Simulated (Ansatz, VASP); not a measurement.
BeMo: VASP beside Ansatz

```
Be Mo
1.0
     4.35205    0.00000    0.00000
    -2.17602    3.76898    0.00000
     0.00000    0.00000    3.11038
Be Mo
2 2
Direct
  0.00000 0.00000 0.33333
  0.00000 0.00000 0.83333
  0.66667 0.33333 0.16667
  0.33333 0.66667 0.66667
```

Alike in both runs: task relaxation of cell and atoms; functional PBE; k mesh 6 × 6 × 6; occupations gaussian, width 0.1 eV; no spin polarisation.

|  | VASP | Ansatz |
| --- | --- | --- |
| version | VASP 6.6.1 | Ansatz 0.2.0 |
| potentials or method | VASP PAW PBE potentials, release 64 (Be, Mo_sv), cutoff 600 eV | scalar-relativistic, plane waves, PAW |
| valence electrons in the cell | 32 | 32 |

|  | VASP | Ansatz | Ansatz less VASP |
| --- | --- | --- | --- |
| gap on the k mesh at the Fermi level, each at its own relaxed structure (eV) | none | none | - |
| relaxed volume (Å³/atom) | 12.28 | 12.29 | +0.005 |
| relaxed cell length with the largest relative difference (Å) | 4.860 | 4.882 | +0.0221 |

A gap of «none» marks a metal or a gap that the smearing closes.
